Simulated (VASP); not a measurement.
Set up this calculation in VASP 6.6.1, as the native input.

| Property | Result |
| --- | --- |
| Task | single point |
| Functional | r2SCAN |
| Potentials or basis | VASP PAW PBE potentials, release 64 (Zn, S) |
| Cutoff | 520 eV |
| k mesh | 8 × 8 × 8 |
| Occupations | gaussian, width 0.02 eV |
| Spin | no spin polarisation |
| Dipole correction | no |
| Further INCAR settings | ALGO = Normal; EDIFF = 1e-07; NBANDS = 16 |

The system is ZnS.

```
Zn S
1.0
     0.00000    2.69453    2.69453
     2.69453    0.00000    2.69453
     2.69453    2.69453    0.00000
Zn S
1 1
Direct
  0.25000 0.25000 0.25000
  0.00000 0.00000 0.00000
```

These files were run (other wordings do the same):

POSCAR

```
ZnS
1.0
    0.0000000000      2.6945314214      2.6945314214
    2.6945314214      0.0000000000      2.6945314214
    2.6945314214      2.6945314214      0.0000000000
Zn S
1 1
Direct
    0.2500000000      0.2500000000      0.2500000000
    0.0000000000      0.0000000000      0.0000000000
```

INCAR.step1

```
PREC = Accurate
ENCUT = 520
ISMEAR = 0
SIGMA = 0.02
LREAL = F
LASPH = T
NELM = 100
NBANDS = 16
GGA = PE
ALGO = Normal
EDIFF = 1E-4
LWAVE = T
LCHARG = F
```

INCAR.step2

```
PREC = Accurate
ENCUT = 520
EDIFF = 1E-7
ISMEAR = 0
SIGMA = 0.02
LREAL = F
LASPH = T
NELM = 100
ALGO = Normal
ISIF = 2
LWAVE = F
LCHARG = F
METAGGA = R2SCAN
LMIXTAU = T
NBANDS = 16
ISTART = 1
```

KPOINTS

```
Automatic mesh
0
Gamma
  8 8 8
```

Potentials or basis: VASP PAW PBE potentials, release 64 (Zn, S).

Run with:

```sh
$ cat potpaw_PBE.64/Zn/POTCAR potpaw_PBE.64/S/POTCAR > POTCAR
$ cp INCAR.step1 INCAR
$ mpirun -np 1 vasp_std > vasp.out
$ cp INCAR.step2 INCAR
$ mpirun -np 1 vasp_std > vasp.out
```

It gave:

```json
{"Pressure": "0.0 GPa", "Band gap on the k mesh": "2.71 eV"}
```

Caveat: the PAW data sets were made with another functional, which shifts forces and pressure a little.

Run time: 54 s on 1 thread of Intel(R) Xeon(R) Platinum 8488C (Sapphire Rapids), with other jobs on the host, peak memory 0.16 GiB.
